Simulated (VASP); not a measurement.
# Si3H2C4 in VASP: a series of runs, part 2 of 4

VASP 6.6.1. The steps go on from the part before.

## Step 3: Relaxation of the atoms, PBEsol

INCAR

```
PREC = Accurate
ENCUT = 520
EDIFF = 1E-7
ISMEAR = 0
SIGMA = 0.05
LREAL = Auto
LASPH = True
NELM = 80
ALGO = Normal
ISIF = 2
LWAVE = False
LCHARG = False
LDIPOL = True
IDIPOL = 3
DIPOL = 0.5 0.5 0.352
GGA = PS
IBRION = 2
NSW = 50
EDIFFG = -0.03
```

KPOINTS

```
Automatic mesh
0
Gamma
  4 8 1
```

POSCAR

```
Si3H2C4
1.0
    6.1612406585      0.0000000000      0.0000000000
    0.0000000000      3.0806203293      0.0000000000
    0.0000000000      0.0000000000     20.0373883794
C Si H
8 6 4
Selective dynamics
Direct
    0.5000000000      0.5000000000      0.2321862369  F F F
    0.0000000000      0.5000000000      0.2321862369  F F F
    0.7500000000      0.0000000000      0.3408993827  F F F
    0.2500000000      0.0000000000      0.3408993827  F F F
   -0.0086564440      0.5000000000      0.4611918401  T T T
    0.5064512572      0.5000000000      0.4425770203  T T T
    0.3889569492      0.0000000000      0.5395091369  T T F
    0.6058958069      0.0000000000      0.5676066110  T T F
    0.2500000000      0.5000000000      0.2865428098  F F F
    0.7500000000      0.5000000000      0.2865428098  F F F
    0.5020977303      0.0000000000      0.3922319568  T T T
   -0.0049356097      0.0000000000      0.4004739180  T T T
    0.7137464692      0.5000000000      0.5138552549  T T T
    0.2696917510      0.5000000000      0.5023481677  T T T
    0.5000000000      0.2248963861      0.1983620084  F F F
    0.5000000000      0.7751036139      0.1983620084  F F F
    0.0000000000      0.7747262802      0.1982371399  F F F
    0.0000000000      0.2252737198      0.1982371399  F F F
```

Potentials or basis: VASP PAW PBE potentials, release 64 (C, Si, H).

The run is started by

```sh
> cat potpaw_PBE.64/C/POTCAR potpaw_PBE.64/Si/POTCAR potpaw_PBE.64/H/POTCAR > POTCAR
> mpirun -np 1 vasp_std > vasp.out
```

OUTCAR:

```text
PREC = Accurate
   ENCUT = 520
   EDIFF = 1E-7
   ISMEAR = 0
   LREAL = Auto
   LASPH = True
   NELM = 80
   ISIF = 2
   GGA = PS
   IBRION = 2
   NSW = 50
   EDIFFG = -0.03

 ion  position               nearest neighbor table
   1  0.500  0.500  0.232-  15 1.09  16 1.09   9 1.89  10 1.89
   2  0.000  0.500  0.232-  17 1.09  18 1.09   9 1.89  10 1.89
   3  0.750  0.000  0.341-  11 1.84  10 1.89  10 1.89  12 1.92
   4  0.250  0.000  0.341-  11 1.86   9 1.89   9 1.89  12 1.97
   5  0.991  0.500  0.461-  14 1.90  12 1.96  12 1.96  13 2.01
   6  0.506  0.500  0.443-  11 1.84  11 1.84  14 1.89  13 1.92
   7  0.389  0.000  0.540-   8 1.45  14 1.86  14 1.86  13 2.58  13 2.58
   8  0.606  0.000  0.568-   7 1.45  13 1.99  13 1.99
   9  0.250  0.500  0.287-   1 1.89   2 1.89   4 1.89   4 1.89  11 3.04  11 3.04  10 3.08  10 3.08

  10  0.750  0.500  0.287-   1 1.89   2 1.89   3 1.89   3 1.89  11 3.03  11 3.03   9 3.08   9 3.08
                            12 3.14  12 3.14
  11  0.502  0.000  0.392-   3 1.84   6 1.84   6 1.84   4 1.86  10 3.03  10 3.03  12 3.04   9 3.04
                             9 3.04  14 3.05  14 3.05  12 3.13
  12  0.995  0.000  0.400-   3 1.92   5 1.96   5 1.96   4 1.97  11 3.04  14 3.07  14 3.07  11 3.13
                            10 3.14  10 3.14
  13  0.714  0.500  0.514-   6 1.92   8 1.99   8 1.99   5 2.01   7 2.58   7 2.58  14 2.75
  14  0.270  0.500  0.502-   7 1.86   7 1.86   6 1.89   5 1.90  13 2.75  11 3.05  11 3.05  12 3.07
                            12 3.07
  15  0.500  0.225  0.198-   1 1.09
  16  0.500  0.775  0.198-   1 1.09
  17  0.000  0.775  0.198-   2 1.09
  18  0.000  0.225  0.198-   2 1.09

  LATTYP: Found a simple orthorhombic cell.
 ALAT       =     3.0806203293
 B/A-ratio  =     2.0000000000
 C/A-ratio  =     6.5043355680

  Lattice vectors:

 A1 = (   0.0000000000,  -3.0806203293,   0.0000000000)
 A2 = (   6.1612406585,   0.0000000000,   0.0000000000)
 A3 = (   0.0000000000,   0.0000000000,  20.0373883794)

Analysis of symmetry for initial positions (statically):
=====================================================================
[... 210 lines left out ...]
  free energy    TOTEN  =      -122.84530925 eV

  energy without entropy =     -122.84316992  energy(sigma->0) =     -122.84423959

------------------------ aborting loop because EDIFF is reached ----------------------------------------

  FORCE on cell =-STRESS in cart. coord.  units (eV):
  Direction    XX          YY          ZZ          XY          YZ          ZX
  --------------------------------------------------------------------------------------
  -------------------------------------------------------------------------------------
  Total       -5.6818887     10.4342829     -6.0000114      0.0000000      0.0000000     -0.8209762
  in kB      -23.9362349     43.9567650    -25.2763982      0.0000000      0.0000000     -3.4585469
  external PRESSURE =      -1.7519561 kB  Pullay stress =       0.0000000 kB
[... 137 lines left out ...]
  FREE ENERGIE OF THE ION-ELECTRON SYSTEM (eV)
  ---------------------------------------------------
  free  energy   TOTEN  =      -122.8725670633 eV

  energy  without entropy=     -122.8706442870  energy(sigma->0) =     -122.87160568

[... ionic steps 4 to 13 ...]

--------------------------------------- Ionic step       14  -------------------------------------------

 number of electron      59.9999999 magnetization

------------------------ aborting loop because EDIFF is reached ----------------------------------------
[... 99 lines left out ...]
--------------------------------------- Ionic step       16  -------------------------------------------

 number of electron      59.9999999 magnetization

 dipolmoment           0.000000      0.000000      0.185806 electrons x Angstroem

 Free energy of the ion-electron system (eV)
  ---------------------------------------------------
  ext. energy  EPLUGINS =         0.00000000
  ---------------------------------------------------
  free energy    TOTEN  =      -122.88167866 eV

  energy without entropy =     -122.87947815  energy(sigma->0) =     -122.88057841

 E-fermi :   1.0342     XC(G=0):  -5.3035

 val. band max:        0.9606053100   @ k =   0.2500   0.5000   0.0000
 cond. band min:       1.0348780833   @ k =   0.0000   0.3750   0.0000
 fundamental gap:      0.0742727733
 Fermi energy:         1.0342218426

 k-point     1 :       0.0000    0.0000    0.0000
  band No.  band energies     occupation
      1     -15.8091      2.00000
      2     -14.8426      2.00000
      3     -13.5104      2.00000
      4     -12.6049      2.00000
      5     -12.3271      2.00000
      6     -12.2578      2.00000
[... 634 lines left out ...]
     39       5.4474      0.00000
     40       5.5886      0.00000

------------------------ aborting loop because EDIFF is reached ----------------------------------------

 vacuum level on the upper side and lower side of the slab       (xc-potential included)         0.782        -0.886

  FORCE on cell =-STRESS in cart. coord.  units (eV):
  Direction    XX          YY          ZZ          XY          YZ          ZX
  --------------------------------------------------------------------------------------
  -------------------------------------------------------------------------------------
  Total       -4.4834248     10.3917632     -6.2268383      0.0000000      0.0000000     -0.1539028
  in kB      -18.8874361     43.7776411    -26.2319579      0.0000000      0.0000000     -0.6483500
  external PRESSURE =      -0.4472510 kB  Pullay stress =       0.0000000 kB
[... 33 lines left out ...]
  FREE ENERGIE OF THE ION-ELECTRON SYSTEM (eV)
  ---------------------------------------------------
  free  energy   TOTEN  =      -122.8816786603 eV

  energy  without entropy=     -122.8794781520  energy(sigma->0) =     -122.88057841

 reached required accuracy - stopping structural energy minimisation

 vacuum level on the upper side and lower side of the slab         5.850         4.132
```

OSZICAR:

```text
N       E                     dE             d eps       ncg     rms          rms(c)
DAV:   1     0.366927664863E+03    0.36693E+03   -0.24288E+04  1208   0.121E+03
DAV:   2    -0.833414710759E+02   -0.45027E+03   -0.43651E+03  1680   0.256E+02
[... 182 lines left out ...]
       N       E                     dE             d eps       ncg     rms          rms(c)
DAV:   1    -0.122881664218E+03   -0.13083E-03   -0.30370E-02  1200   0.903E-01    0.363E-02
DAV:   2    -0.122881684399E+03   -0.20181E-04   -0.38030E-04  1432   0.895E-02    0.201E-02
DAV:   3    -0.122881679959E+03    0.44405E-05   -0.21612E-05  1640   0.223E-02    0.124E-02
DAV:   4    -0.122881678653E+03    0.13052E-05   -0.56737E-06  1464   0.108E-02    0.402E-03
DAV:   5    -0.122881678642E+03    0.11220E-07   -0.17984E-06  1496   0.591E-03    0.147E-03
DAV:   6    -0.122881678660E+03   -0.18140E-07   -0.23221E-07  1168   0.219E-03
  16 F= -.12288168E+03 E0= -.12288058E+03  d E =-.145258E-03
```

CONTCAR:

```text
Si3H2C4
   1.00000000000000
     6.1612406584999997    0.0000000000000000    0.0000000000000000
     0.0000000000000000    3.0806203292999998    0.0000000000000000
     0.0000000000000000    0.0000000000000000   20.0373883793999994
  C               Si              H
     8     6     4
Selective dynamics
[... 13 lines left out ...]
     0.7113049518183121    0.5000000000000000    0.5159156984782587   T   T   T
     0.2674001238092452    0.5000000000000000    0.5016425729379910   T   T   T
     0.5000000000000000    0.2248963860999993    0.1983620083999966   F   F   F
     0.5000000000000000    0.7751036139000007    0.1983620083999966   F   F   F
     0.0000000000000000    0.7747262801999995    0.1982371399000016   F   F   F
[... 5 lines left out ...]
  0.00000000E+00  0.00000000E+00  0.00000000E+00
  0.00000000E+00  0.00000000E+00  0.00000000E+00
  0.00000000E+00  0.00000000E+00  0.00000000E+00
[... 10 lines left out ...]
  0.00000000E+00  0.00000000E+00  0.00000000E+00
  0.00000000E+00  0.00000000E+00  0.00000000E+00
```

Wall time 26 min (1 thread of Intel Xeon 6975P-C (Granite Rapids), shared host); peak memory 0.53 GiB.

What came out:

| Quantity | Value |
| --- | --- |
| Free energy | -122.8817 eV |
| Energy gained by relaxing | 2.0 meV/atom |
| Ionic steps | 16 |
| Band gap on the k mesh | zero (bands 30 and 31 overlap by 0.59 eV) |

Step by step:
| step | energy change (eV) | largest force on free atoms (eV/Å) | pressure (GPa) |
| --- | --- | --- | --- |
| 1 | 0.0000 | 1.1080 | -0.18 |
| 2 | 0.0338 | 2.2885 | 0.32 |
| 3 | -0.0273 | 0.2903 | -0.01 |
| 4 | -0.0321 | 0.1474 | -0.02 |
| 5 | -0.0339 | 0.1512 | -0.04 |
| 6 | -0.0351 | 0.0775 | -0.06 |
| 7 | -0.0351 | 0.0622 | -0.06 |
| 8 | -0.0355 | 0.0707 | -0.06 |
| 9 | -0.0355 | 0.0579 | -0.06 |
| 10 | -0.0357 | 0.0322 | -0.05 |
| 11 | -0.0358 | 0.0373 | -0.05 |
| 12 | -0.0359 | 0.0373 | -0.06 |
| 13 | -0.0359 | 0.0456 | -0.06 |
| 14 | -0.0361 | 0.0419 | -0.06 |
| 15 | -0.0362 | 0.0470 | -0.04 |
| 16 | -0.0364 | 0.0195 | -0.04 |

Final structure:
```xyz
18
Lattice="6.1612 0.0000 0.0000 0.0000 3.0806 0.0000 0.0000 0.0000 20.0374" Properties=species:S:1:pos:R:3 pbc="T T T"
C     3.0806    1.5403    4.6524
C     0.0000    1.5403    4.6524
C     4.6209    0.0000    6.8307
C     1.5403    0.0000    6.8307
C     6.0942    1.5403    9.2542
C     3.1256    1.5403    8.8856
C     2.3940    0.0000   10.8104
C     3.6875    0.0000   11.3734
Si    1.5403    1.5403    5.7416
Si    4.6209    1.5403    5.7416
Si    3.0968    0.0000    7.8685
Si    6.1249    0.0000    8.0330
Si    4.3825    1.5403   10.3376
Si    1.6475    1.5403   10.0516
H     3.0806    0.6928    3.9747
H     3.0806    2.3878    3.9747
H     0.0000    2.3866    3.9722
H     0.0000    0.6940    3.9722
```

Caveat: the PAW data sets were made with another functional, which shifts forces and pressure a little.

[end of part 2 of 4]

The gap in the log of VASP goes by the Fermi energy; the results here count the filled bands.